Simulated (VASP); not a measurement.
# AlN (P6_3mc) in VASP: a series of runs, part 2 of 2

VASP 6.6.1.

## (4) Single point, PBE (biaxial strain in the a-b plane: +4.5 %)

The input, INCAR:

```
SYSTEM = AlN
PREC     = Accurate       ! precision mode
ENCUT    = 520            ! plane-wave cutoff, eV
EDIFF    = 1E-6           ! SCF threshold, eV
ISMEAR   = 0              ! smearing method
SIGMA    = 0.02           ! smearing width, eV
LREAL    = .FALSE.        ! projectors in reciprocal space
LASPH    = .TRUE.         ! aspherical terms in the spheres
NELM     = 80             ! most SCF steps
ALGO     = Normal         ! electronic algorithm
ISIF     = 2              ! what is computed and relaxed
LWAVE    = .FALSE.        ! write WAVECAR
LCHARG   = .TRUE.         ! write CHGCAR
GGA      = PE             ! functional
LELF     = .TRUE.         ! ELF
LVHAR    = .TRUE.       
NBANDS   = 16             ! bands
```

The input, KPOINTS:

```
Automatic mesh
0
G
  12 12 6
  0 0 0
```

The input, POSCAR:

```
AlN
1.0
    3.2710677989      0.0000000000      0.0000000000
   -1.6355338995      2.8328278114      0.0000000000
    0.0000000000      0.0000000000      4.8825561522
Al N
2 2
Direct
    0.6666666667      0.3333333333      0.4950694592
    0.3333333333      0.6666666667      0.9950694592
    0.6666666667      0.3333333333      0.8849305408
    0.3333333333      0.6666666667      0.3849305408
```

Potentials or basis: VASP PAW PBE potentials, release 64 (Al, N).

Started as:

```
> cat potpaw_PBE.64/Al/POTCAR potpaw_PBE.64/N/POTCAR > POTCAR
> mpirun -np 1 vasp_std > vasp.out
```

OUTCAR:

```text
SYSTEM = AlN
   PREC = Accurate
   ENCUT = 520
   EDIFF = 1E-6
   ISMEAR = 0
   LREAL = .FALSE.
   LASPH = .TRUE.
   NELM = 80
   ISIF = 2
   GGA = PE

 ion  position               nearest neighbor table
   1  0.667  0.333  0.495-   3 1.90   4 1.96   4 1.96   4 1.96   2 3.09   2 3.09   2 3.09   2 3.09
                             2 3.09   2 3.09
   2  0.333  0.667  0.995-   4 1.90   3 1.96   3 1.96   3 1.96   1 3.09   1 3.09   1 3.09   1 3.09
                             1 3.09   1 3.09
   3  0.667  0.333  0.885-   1 1.90   2 1.96   2 1.96   2 1.96
   4  0.333  0.667  0.385-   2 1.90   1 1.96   1 1.96   1 1.96

  LATTYP: Found a hexagonal cell.
 ALAT       =     3.2710677989
 C/A-ratio  =     1.4926490224

  Lattice vectors:

 A1 = (   3.2710677989,   0.0000000000,   0.0000000000)
 A2 = (  -1.6355338995,   2.8328278114,   0.0000000000)
 A3 = (   0.0000000000,   0.0000000000,   4.8825561522)

Analysis of symmetry for initial positions (statically):
=====================================================================
 Subroutine PRICEL returns:
 Original cell was already a primitive cell.

 Routine SETGRP: Setting up the symmetry group for a
 hexagonal supercell.

 Subroutine GETGRP returns: Found 12 space group operations
 (whereof  6 operations were pure point group operations)
 out of a pool of 24 trial point group operations.

The static configuration has the point symmetry C_3v.
 The point group associated with its full space group is C_6v.

Analysis of symmetry for dynamics (positions and initial velocities):
=====================================================================
 Subroutine PRICEL returns:
 Original cell was already a primitive cell.

 Routine SETGRP: Setting up the symmetry group for a
 hexagonal supercell.

 Subroutine GETGRP returns: Found 12 space group operations
 (whereof  6 operations were pure point group operations)
 out of a pool of 24 trial point group operations.

The dynamic configuration has the point symmetry C_3v.
 The point group associated with its full space group is C_6v.

 Subroutine INISYM returns: Found 12 space group operations
 (whereof  6 operations are pure point group operations),
 and found     1 'primitive' translations

----------------------------------------------------------------------------------------

                                     Primitive cell

  volume of cell :      45.2436

  direct lattice vectors                    reciprocal lattice vectors
     3.271067799  0.000000000  0.000000000     0.305710570  0.176502080  0.000000000
    -1.635533899  2.832827811  0.000000000     0.000000000  0.353004159  0.000000000
     0.000000000  0.000000000  4.882556152     0.000000000  0.000000000  0.204810753

  length of vectors
     3.271067799  3.271067799  4.882556152     0.353004159  0.353004159  0.204810753

  position of ions in fractional coordinates (direct lattice)
     0.666666667  0.333333333  0.495069459
     0.333333333  0.666666667  0.995069459
     0.666666667  0.333333333  0.884930541
     0.333333333  0.666666667  0.384930541

  ion indices of the primitive-cell ions
   primitive index   ion index
                 1           1
                 2           2
                 3           3
                 4           4

----------------------------------------------------------------------------------------

 KPOINTS: Automatic mesh

Automatic generation of k-mesh.
 Grid dimensions read from file:
 generate k-points for:   12   12    6

 Generating k-lattice:

  Cartesian coordinates                     Fractional coordinates (reciprocal lattice)
     0.025475881  0.014708507  0.000000000     0.083333333  0.000000000  0.000000000
     0.000000000  0.029417013  0.000000000     0.000000000  0.083333333  0.000000000
     0.000000000  0.000000000  0.034135125     0.000000000  0.000000000  0.166666667

  Length of vectors
     0.029417013  0.029417013  0.034135125

  Shift w.r.t. Gamma in fractional coordinates (k-lattice)
     0.000000000  0.000000000  0.000000000

 Subroutine IBZKPT returns following result:
 ===========================================

 Found     76 irreducible k-points:

 Following reciprocal coordinates:
            Coordinates               Weight
  0.000000  0.000000  0.000000      1.000000
  0.083333  0.000000  0.000000      6.000000
  0.166667 -0.000000  0.000000      6.000000
  0.250000 -0.000000  0.000000      6.000000
  0.333333 -0.000000  0.000000      6.000000
  0.416667 -0.000000  0.000000      6.000000
[... 16 lines left out ...]
  0.250000 -0.000000  0.166667     12.000000
  0.333333 -0.000000  0.166667     12.000000
 [... further k-points ...]
   k-points           NKPTS =     76   k-points in BZ     NKDIM =     76   number of bands    NBANDS=     16
   number of dos      NEDOS =    301   number of ions     NIONS =      4
   total plane-waves  NPLWV =  20736
   dimension x,y,z NGX =    24 NGY =   24 NGZ =   36
   dimension x,y,z NGXF=    48 NGYF=   48 NGZF=   72
   ions per type =               2   2
   NGX,Y,Z   is equivalent  to a cutoff of  12.20, 12.20, 12.26 a.u.
   NGXF,Y,Z  is equivalent  to a cutoff of  24.40, 24.40, 24.52 a.u.
 SYSTEM =  AlN
   PREC   = accura    normal or accurate (medium, high low for compatibility)
   ISTART =      0    job   : 0-new  1-cont  2-samecut
   ICHARG =      2    charge: 1-file 2-atom 10-const
   ISPIN  =      1    spin polarized calculation?
   LNONCOLLINEAR =      F non collinear calculations
   LSORBIT =      F    spin-orbit coupling
   LASPH  =      T    aspherical Exc in radial PAW
   ENCUT  =  520.0 eV  38.22 Ry    6.18 a.u.   6.08  6.08  9.08*2*pi/ulx,y,z
   NELM   =     80;   NELMIN=  2; NELMDL= -5     # of ELM steps
   EDIFF  = 0.1E-05   stopping-criterion for ELM
   LREAL  =      F    real-space projection
   EDIFFG = 0.1E-04   stopping-criterion for IOM
   NSW    =      0    number of steps for IOM
   IBRION =     -1    ionic relax: 0-MD 1-quasi-New 2-CG
   NFREE  =      0    steps in history (QN), initial steepest desc. (CG)
   ISIF   =      2    stress and relaxation
   ISYM   =      2    0-nonsym 1-usesym 2-fastsym
   POTIM  = 0.5000    time-step for ionic-motion
   TEBEG  =    0.0;   TEEND  =   0.0 temperature during run
   PSTRESS=    0.0 pullay stress
   NELECT =      16.0000    total number of electrons
   NUPDOWN=      -1.0000    fix difference up-down
   EMIN   =  10.00;   EMAX   =-10.00  energy-range for DOS
   EFERMI =   0.00;   METHOD = LEGACY
   ISMEAR =     0;   SIGMA  =   0.02  broadening in eV -4-tet -1-fermi 0-gaus
   EFERMI_NEDOS =   21; number of points for ismear=-14 and -15
   IALGO  =     38    algorithm
   IMIX   =      4    mixing-type and parameters
     AMIX     =   0.40;   BMIX     =  1.00
     AMIX_MAG =   1.60;   BMIX_MAG =  1.00
  volume/ion in A,a.u.               =      11.31        76.33
  Fermi-wavevector in a.u.,A,eV,Ry     =   1.157699  2.187735 18.235454  1.340268
  Thomas-Fermi vector in A             =   2.294308
   LORBIT       =      0    0 simple, 1 ext, 2 COOP (PROOUT), +10 PAW based schemes
   GGA     = PE    functional components
   LHFCALC =     F    Hartree Fock is set to
   AEXX    =    0.0000 exact exchange contribution
   IVDW    =     0    specifies the selected vdW correction
   LEPSILON=     F    determine dielectric tensor
   LRPA    =     F    only Hartree local field effects (RPA)
 non-spin polarized calculation
 Gauss-broadening in eV      SIGMA  =   0.02
  energy-cutoff  :      520.00
  volume of cell :       45.24
 maximum number of plane-waves:      1242
   NGX = 13   NGY = 13   NGZ = 19

 number of electron      16.0000000 magnetization

 Free energy of the ion-electron system (eV)
  ---------------------------------------------------
  ext. energy  EPLUGINS =         0.00000000
  ---------------------------------------------------
  free energy    TOTEN  =       -29.55781395 eV

  energy without entropy =      -29.55781395  energy(sigma->0) =      -29.55781395

 E-fermi :   5.8435     XC(G=0): -10.5658

 val. band max:        5.6973370521   @ k =   0.0000   0.0000   0.0000
 cond. band min:       8.9308709633   @ k =   0.0000   0.0000   0.0000
 fundamental gap:      3.2335339112
 Fermi energy:         5.8435102363

 k-point     1 :       0.0000    0.0000    0.0000
  band No.  band energies     occupation
      1      -9.3146      2.00000
      2      -7.1288      2.00000
      3      -0.0081      2.00000
      4       4.2986      2.00000
      5       4.2986      2.00000
      6       5.1369      2.00000
[... 433 lines left out ...]
      3       0.7050      2.00000
      4       1.7401      2.00000
      5       2.3814      2.00000
      6       3.4676      2.00000
[... 8 lines left out ...]
     15      17.2432      0.00000
     16      18.4929      0.00000

 [... further k-points ...]
[... 5 lines left out ...]
  --------------------------------------------------------------------------------------
  -------------------------------------------------------------------------------------
  Total       -4.8950605     -4.8950605      0.4172245      0.0000000     -0.0000000      0.0000000
  in kB     -173.3451422   -173.3451422     14.7748620      0.0000000     -0.0000000      0.0000000
  external PRESSURE =    -110.6384742 kB  Pullay stress =       0.0000000 kB

 VOLUME and BASIS-vectors are now :
 -----------------------------------------------------------------------------
  energy-cutoff  :      520.00
  volume of cell :       45.24
      direct lattice vectors                 reciprocal lattice vectors
     3.271067799  0.000000000  0.000000000     0.305710570  0.176502080  0.000000000
    -1.635533899  2.832827811  0.000000000     0.000000000  0.353004159  0.000000000
     0.000000000  0.000000000  4.882556152     0.000000000  0.000000000  0.204810753

 POSITION                                       TOTAL-FORCE (eV/Angst)
 -----------------------------------------------------------------------------------
      1.63553      0.94428      2.41720         0.000000     -0.000000     -0.218759
     -0.00000      1.88855      4.85848         0.000000      0.000000     -0.218759
      1.63553      0.94428      4.32072         0.000000      0.000000      0.218759
     -0.00000      1.88855      1.87944        -0.000000      0.000000      0.218759
 -----------------------------------------------------------------------------------
    total drift:                                0.000000      0.000000      0.000851

  FREE ENERGIE OF THE ION-ELECTRON SYSTEM (eV)
  ---------------------------------------------------
  free  energy   TOTEN  =       -29.5578139533 eV

  energy  without entropy=      -29.5578139533  energy(sigma->0) =      -29.55781395
```

Wall time 23 s (1 thread of Intel Xeon Platinum 8559C (Emerald Rapids), shared host); peak memory 0.18 GiB.

Results:

```yaml
Free_energy: -29.5578 eV
Pressure: -11.1 GPa
Largest_force: 0.219 eV/Å
Band_gap_on_the_k_mesh: 3.23 eV, direct
```

Forces on the atoms (eV/Å):
```
Al   0.000  0.000 -0.219
Al   0.000  0.000 -0.219
N    0.000  0.000  0.219
N    0.000  0.000  0.219
```

Stress tensor (GPa, compression positive):
```
-17.33   0.00   0.00
  0.00 -17.33   0.00
  0.00   0.00   1.48
```

Levels at points of the mesh, in eV from the valence-band top:
```
           k point  band 6  band 7  band 8  band 9  band 10  band 11
(0.00, 0.00, 0.00)   -0.56   -0.56    0.00    3.23     5.11     9.68
(0.50, 0.00, 0.00)   -2.54   -1.87   -0.90    4.92     5.80     7.23
(0.00, 0.00, 0.50)   -0.99   -0.99   -0.99    5.32     5.32     9.70
(0.50, 0.00, 0.50)   -1.82   -1.34   -1.34    4.93     4.93     8.59
```

Caveat: the cell differs from its parent crystal (biaxial strain in the a-b plane: +4.5 %).

## (5) Summary

| cell | gap on the mesh (eV) | pressure (GPa) | largest force (eV/Å) |
| --- | --- | --- | --- |
| a = 3.224, b = 3.224, c = 4.928 Å, angles 90.0, 90.0, 120.0°, 4 atoms | 3.52 | -7.8 | 0.24 |
| a = 3.271, b = 3.271, c = 4.874 Å, angles 90.0, 90.0, 120.0°, 4 atoms | 3.17 | -11.2 | - |
| a = 3.271, b = 3.271, c = 4.883 Å, angles 90.0, 90.0, 120.0°, 4 atoms | 3.23 | -11.1 | 0.22 |

Alike in all rows: task single point; level PBE; potentials or basis VASP PAW PBE potentials, release 64 (Al, N); no spin polarisation; k mesh 12 × 12 × 6; cutoff (eV) 520; smearing gaussian 0.02 eV.

Total energies depend on the potentials used, so only differences within one code and one set of settings carry meaning.
